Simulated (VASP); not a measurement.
# Al (Cmcm) in VASP: a series of runs

Runs on Al. Level: PBE+D3(BJ). Tasks: single point.

All numbers are computed with VASP 6.6.1; they aren't measurements. Logs are shortened: lines on timing, memory, paths and dates and some standing lists are left out, and cuts for length are marked.

## 1. The cell of the first run

The structure is orthorhombic, space group Cmcm (No. 63). The conventional cell has a = 2.812 Å, b = 4.871 Å, c = 4.867 Å, α = 90.00°, β = 90.00°, γ = 90.00°. Al (site symmetry m2m) has 12 Al at 2.64 to 3.15 Å within 3.5 Å.

## 2. Single point, PBE+D3(BJ) (atom 1 (Al) moved by (+0.000, -0.600) A along x and y)

INCAR

```
SYSTEM = Al
PREC     = Accurate       ! precision mode
ENCUT    = 520            ! plane-wave cutoff, eV
EDIFF    = 1E-6           ! SCF threshold, eV
ISMEAR   = 0              ! smearing method
SIGMA    = 0.15           ! smearing width, eV
LREAL    = .False.        ! projectors in reciprocal space
LASPH    = .True.         ! aspherical terms in the spheres
NELM     = 100            ! most SCF steps
ALGO     = Fast           ! electronic algorithm
ISIF     = 2              ! what is computed and relaxed
LWAVE    = .False.        ! write WAVECAR
LCHARG   = .False.        ! write CHGCAR
GGA      = PE             ! functional
IVDW     = 12             ! dispersion correction
NBANDS   = 10             ! bands
```

KPOINTS

```
regular mesh
0
Gamma
  18 18 10
  0 0 0
```

POSCAR

```
Al
1.0
    2.8124553515      0.0000000000      0.0000000000
   -1.4062276757      2.4356577814      0.0000000000
    0.0000000000      0.0000000000      4.8668500000
Al
2
Direct
    0.5434966539      0.0869933078      0.7500000000
    0.3333333333      0.6666666667      0.2500000000
```

Potentials or basis: VASP PAW PBE potentials, release 64 (Al).

Launch:

```bash
> cat potpaw_PBE.64/Al/POTCAR > POTCAR
> mpirun -np 1 vasp_std > vasp.out
```

OUTCAR:

```text
SYSTEM = Al
   PREC = Accurate
   ENCUT = 520
   EDIFF = 1E-6
   ISMEAR = 0
   LREAL = .False.
   LASPH = .True.
   NELM = 100
   ISIF = 2
   GGA = PE
   IVDW = 12
 IVDW          = 12

 ion  position               nearest neighbor table
   1  0.543  0.087  0.750-   2 2.64   2 2.64   2 3.15   2 3.15   2 3.15   2 3.15
   2  0.333  0.667  0.250-   1 2.64   1 2.64   1 3.15   1 3.15   1 3.15   1 3.15

  LATTYP: Found a hexagonal cell.
 ALAT       =     2.8124553515
 C/A-ratio  =     1.7304630267

  Lattice vectors:

 A1 = (   2.8124553515,   0.0000000000,   0.0000000000)
 A2 = (  -1.4062276757,   2.4356577814,   0.0000000000)
 A3 = (   0.0000000000,   0.0000000000,   4.8668500000)

Analysis of symmetry for initial positions (statically):
=====================================================================
 Subroutine PRICEL returns:
 Original cell was already a primitive cell.

 Routine SETGRP: Setting up the symmetry group for a
 hexagonal supercell.

 Subroutine GETGRP returns: Found  8 space group operations
 (whereof  2 operations were pure point group operations)
 out of a pool of 24 trial point group operations.

The static configuration has the point symmetry C_1h.
 The point group associated with its full space group is D_2h.

Analysis of symmetry for dynamics (positions and initial velocities):
=====================================================================
 Subroutine PRICEL returns:
 Original cell was already a primitive cell.

 Routine SETGRP: Setting up the symmetry group for a
 hexagonal supercell.

 Subroutine GETGRP returns: Found  8 space group operations
 (whereof  2 operations were pure point group operations)
 out of a pool of 24 trial point group operations.

The dynamic configuration has the point symmetry C_1h.
 The point group associated with its full space group is D_2h.

 Subroutine INISYM returns: Found  8 space group operations
 (whereof  2 operations are pure point group operations),
 and found     1 'primitive' translations

----------------------------------------------------------------------------------------

                                     Primitive cell

  volume of cell :      33.3388

  direct lattice vectors                    reciprocal lattice vectors
     2.812455352  0.000000000  0.000000000     0.355561200  0.205283355  0.000000000
    -1.406227676  2.435657781  0.000000000     0.000000000  0.410566709  0.000000000
     0.000000000  0.000000000  4.866850000     0.000000000  0.000000000  0.205471712

  length of vectors
     2.812455352  2.812455351  4.866850000     0.410566709  0.410566709  0.205471712

  position of ions in fractional coordinates (direct lattice)
     0.543496654  0.086993308  0.750000000
     0.333333333  0.666666667  0.250000000

  ion indices of the primitive-cell ions
   primitive index   ion index
                 1           1
                 2           2

----------------------------------------------------------------------------------------

 KPOINTS: regular mesh

Automatic generation of k-mesh.
 Grid dimensions read from file:
 generate k-points for:   18   18   10

 Generating k-lattice:

  Cartesian coordinates                     Fractional coordinates (reciprocal lattice)
     0.019753400  0.011404631  0.000000000     0.055555556  0.000000000  0.000000000
     0.000000000  0.022809262  0.000000000     0.000000000  0.055555556  0.000000000
     0.000000000  0.000000000  0.020547171     0.000000000  0.000000000  0.100000000

  Length of vectors
     0.022809262  0.022809262  0.020547171

  Shift w.r.t. Gamma in fractional coordinates (k-lattice)
     0.000000000  0.000000000  0.000000000

 Subroutine IBZKPT returns following result:
 ===========================================

 Found    546 irreducible k-points:

 Following reciprocal coordinates:
            Coordinates               Weight
  0.000000  0.000000  0.000000      1.000000
  0.055556  0.000000  0.000000      4.000000
  0.000000  0.055556  0.000000      2.000000
  0.111111  0.000000  0.000000      4.000000
  0.000000  0.111111  0.000000      2.000000
  0.166667  0.000000  0.000000      4.000000
[... 16 lines left out ...]
 -0.055556  0.166667  0.000000      4.000000
 -0.166667  0.111111  0.000000      4.000000
 [... further k-points ...]
   k-points           NKPTS =    546   k-points in BZ     NKDIM =    546   number of bands    NBANDS=     10
   number of dos      NEDOS =    301   number of ions     NIONS =      2
   total plane-waves  NPLWV =  20736
   dimension x,y,z NGX =    24 NGY =   24 NGZ =   36
   dimension x,y,z NGXF=    48 NGYF=   48 NGZF=   72
   ions per type =               2
   NGX,Y,Z   is equivalent  to a cutoff of  14.19, 14.19, 12.30 a.u.
   NGXF,Y,Z  is equivalent  to a cutoff of  28.37, 28.37, 24.59 a.u.
 SYSTEM =  Al
   PREC   = accura    normal or accurate (medium, high low for compatibility)
   ISTART =      0    job   : 0-new  1-cont  2-samecut
   ICHARG =      2    charge: 1-file 2-atom 10-const
   ISPIN  =      1    spin polarized calculation?
   LNONCOLLINEAR =      F non collinear calculations
   LSORBIT =      F    spin-orbit coupling
   LASPH  =      T    aspherical Exc in radial PAW
   ENCUT  =  520.0 eV  38.22 Ry    6.18 a.u.   5.23  5.23  9.05*2*pi/ulx,y,z
   NELM   =    100;   NELMIN=  2; NELMDL= -5     # of ELM steps
   EDIFF  = 0.1E-05   stopping-criterion for ELM
   LREAL  =      F    real-space projection
   EDIFFG = 0.1E-04   stopping-criterion for IOM
   NSW    =      0    number of steps for IOM
   IBRION =     -1    ionic relax: 0-MD 1-quasi-New 2-CG
   NFREE  =      0    steps in history (QN), initial steepest desc. (CG)
   ISIF   =      2    stress and relaxation
   ISYM   =      2    0-nonsym 1-usesym 2-fastsym
   POTIM  = 0.5000    time-step for ionic-motion
   TEBEG  =    0.0;   TEEND  =   0.0 temperature during run
   PSTRESS=    0.0 pullay stress
   NELECT =       6.0000    total number of electrons
   NUPDOWN=      -1.0000    fix difference up-down
   EMIN   =  10.00;   EMAX   =-10.00  energy-range for DOS
   EFERMI =   0.00;   METHOD = LEGACY
   ISMEAR =     0;   SIGMA  =   0.15  broadening in eV -4-tet -1-fermi 0-gaus
   EFERMI_NEDOS =   21; number of points for ismear=-14 and -15
   IALGO  =     68    algorithm
   IMIX   =      4    mixing-type and parameters
     AMIX     =   0.40;   BMIX     =  1.00
     AMIX_MAG =   1.60;   BMIX_MAG =  1.00
  volume/ion in A,a.u.               =      16.67       112.49
  Fermi-wavevector in a.u.,A,eV,Ry     =   0.924291  1.746656 11.623640  0.854313
  Thomas-Fermi vector in A             =   2.050021
   LORBIT       =      0    0 simple, 1 ext, 2 COOP (PROOUT), +10 PAW based schemes
   GGA     = PE    functional components
   LHFCALC =     F    Hartree Fock is set to
   AEXX    =    0.0000 exact exchange contribution
   IVDW    =    12    specifies the selected vdW correction
   LEPSILON=     F    determine dielectric tensor
   LRPA    =     F    only Hartree local field effects (RPA)
 non-spin polarized calculation
 RMM-DIIS sequential band-by-band and
 Gauss-broadening in eV      SIGMA  =   0.15
  energy-cutoff  :      520.00
  volume of cell :       33.34
 maximum number of plane-waves:       920
 NGX is ok and might be reduce to    24
   NGX = 11   NGY = 11   NGZ = 19

 number of electron       6.0000000 magnetization

 Free energy of the ion-electron system (eV)
  ---------------------------------------------------
  ext. energy  EPLUGINS =         0.00000000
  ---------------------------------------------------
  free energy    TOTEN  =        -7.24335868 eV

  energy without entropy =       -7.23408779  energy(sigma->0) =       -7.23872324

 E-fermi :   7.8043     XC(G=0): -10.1508

 val. band max:        7.8000376649   @ k =   0.0000   0.5000   0.1000
 cond. band min:       7.8049377272   @ k =  -0.3889   0.2778   0.2000
 fundamental gap:      0.0049000623
 Fermi energy:         7.8042895413

 k-point     1 :       0.0000    0.0000    0.0000
  band No.  band energies     occupation
      1      -3.1858      2.00000
      2       2.8240      2.00000
      3       3.0189      2.00000
      4      17.8875      0.00000
      5      19.4024      0.00000
      6      19.4847      0.00000
      7      19.9316      0.00000
      8      20.3231      0.00000
      9      20.4654      0.00000
     10      21.2450      0.00000

 k-point     2 :       0.0556    0.0000    0.0000
  band No.  band energies     occupation
      1      -3.1089      2.00000
      2       2.8997      2.00000
      3       3.0903      2.00000
      4      17.0825      0.00000
      5      18.3495      0.00000
      6      19.1664      0.00000
      7      19.7857      0.00000
      8      20.3706      0.00000
      9      21.1075      0.00000
     10      22.2232      0.00000

 k-point     3 :       0.0000    0.0556    0.0000
  band No.  band energies     occupation
      1      -3.1088      2.00000
      2       2.8995      2.00000
      3       3.0905      2.00000
      4      17.3597      0.00000
      5      18.3305      0.00000
      6      18.4107      0.00000
      7      20.3574      0.00000
      8      20.6760      0.00000
      9      21.2109      0.00000
     10      21.5329      0.00000

 k-point     4 :       0.1111    0.0000    0.0000
  band No.  band energies     occupation
      1      -2.8783      2.00000
      2       3.1261      2.00000
      3       3.3044      2.00000
      4      15.2516      0.00000
      5      17.3600      0.00000
      6      18.1876      0.00000
      7      19.9322      0.00000
      8      20.4343      0.00000
      9      20.6211      0.00000
     10      21.3178      0.00000

 k-point     5 :       0.0000    0.1111    0.0000
  band No.  band energies     occupation
      1      -2.8781      2.00000
      2       3.1251      2.00000
      3       3.3053      2.00000
      4      15.4844      0.00000
      5      17.3485      0.00000
      6      17.6943      0.00000
      7      20.1067      0.00000
      8      20.2719      0.00000
      9      21.3127      0.00000
     10      21.3403      0.00000

 k-point     6 :       0.1667    0.0000    0.0000
  band No.  band energies     occupation
      1      -2.4949      2.00000
      2       3.5012      2.00000
      3       3.6611      2.00000
      4      13.2253      0.00000
      5      16.5507      0.00000
      6      17.2034      0.00000
      7      18.7743      0.00000
      8      19.0893      0.00000
      9      20.4263      0.00000
     10      20.9213      0.00000
[... 183 lines left out ...]
 k-point    21 :      -0.1111    0.0556    0.0000
  band No.  band energies     occupation
      1      -2.9552      2.00000
      2       3.0510      2.00000
      3       3.2328      2.00000
      4      16.0092      0.00000
      5      16.7541      0.00000
      6      19.7935      0.00000
      7      19.8902      0.00000
      8      20.3408      0.00000
      9      20.4701      0.00000
     10      22.0920      0.00000

 k-point    22 :       0.1111    0.0556    0.0000
  band No.  band energies     occupation
      1      -2.6480      2.00000
      2       3.3507      2.00000
      3       3.5191      2.00000
      4      14.2978      0.00000
      5      15.6953      0.00000
      6      18.7723      0.00000
      7      19.4914      0.00000
      8      19.7560      0.00000
      9      19.8977      0.00000
     10      20.9459      0.00000

 k-point    23 :      -0.0556    0.1667    0.0000
  band No.  band energies     occupation
      1      -2.6479      2.00000
      2       3.3498      2.00000
      3       3.5199      2.00000
      4      14.4775      0.00000
      5      15.5053      0.00000
      6      18.6322      0.00000
      7      19.2907      0.00000
      8      19.6274      0.00000
      9      20.6768      0.00000
     10      21.0712      0.00000

 k-point    24 :      -0.1667    0.1111    0.0000
  band No.  band energies     occupation
      1      -2.6483      2.00000
      2       3.3520      2.00000
      3       3.5180      2.00000
      4      14.2573      0.00000
      5      15.5378      0.00000
      6      18.9790      0.00000
      7      19.4936      0.00000
      8      20.1617      0.00000
      9      20.3602      0.00000
     10      20.7583      0.00000

 [... further k-points ...]

------------------------ aborting loop because EDIFF is reached ----------------------------------------

 Edisp (eV)   -0.66613

 E8    (eV) :    -0.2980

  FORCE on cell =-STRESS in cart. coord.  units (eV):
  Direction    XX          YY          ZZ          XY          YZ          ZX
  --------------------------------------------------------------------------------------
  -------------------------------------------------------------------------------------
  Total      -0.39227    -0.35551     0.69773    -0.00000    -0.00000     0.00000
  in kB     -18.85150   -17.08499    33.53112    -0.00000    -0.00000     0.00000
  external pressure =       -0.80 kB  Pullay stress =        0.00 kB

 VOLUME and BASIS-vectors are now :
 -----------------------------------------------------------------------------
  energy-cutoff  :      520.00
  volume of cell :       33.34
      direct lattice vectors                 reciprocal lattice vectors
     2.812455352  0.000000000  0.000000000     0.355561200  0.205283355  0.000000000
    -1.406227676  2.435657781  0.000000000     0.000000000  0.410566709  0.000000000
     0.000000000  0.000000000  4.866850000     0.000000000  0.000000000  0.205471712

 POSITION                                       TOTAL-FORCE (eV/Angst)
 -----------------------------------------------------------------------------------
      1.40623      0.21189      3.65014         0.000000      0.618200     -0.000000
     -0.00000      1.62377      1.21671        -0.000000     -0.618200      0.000000
 -----------------------------------------------------------------------------------
    total drift:                               -0.000000      0.000001      0.000000

  FREE ENERGIE OF THE ION-ELECTRON SYSTEM (eV)
  ---------------------------------------------------
  free  energy   TOTEN  =        -7.9094880210 eV

  energy  without entropy=       -7.9002171355  energy(sigma->0) =       -7.90485258
```

It took 1.8 min on 1 thread of AMD EPYC 7R43 (Zen 3), shared host; peak memory 0.23 GiB.

What came out:

```yaml
Free_energy: -7.9095 eV
Pressure: -0.1 GPa
Largest_force: 0.618 eV/Å
Band_gap_on_the_k_mesh: zero (band 3 reaches 11.26 eV, above the bottom of band 4 at 4.67 eV)
Dispersion_energy_per_atom: -0.333 eV
```

Forces on the atoms (eV/Å):
```
Al   0.000  0.618  0.000
Al   0.000 -0.618  0.000
```

Stress tensor (GPa, compression positive):
```
-1.89  0.00  0.00
 0.00 -1.71  0.00
 0.00  0.00  3.35
```

Caveat: the cell differs from its parent crystal (atom 1 (Al) moved by (+0.000, -0.600) A along x and y); pairwise dispersion overbinds metals, which lowers pressure and volume.

(Part 1 of 2 ends here.)
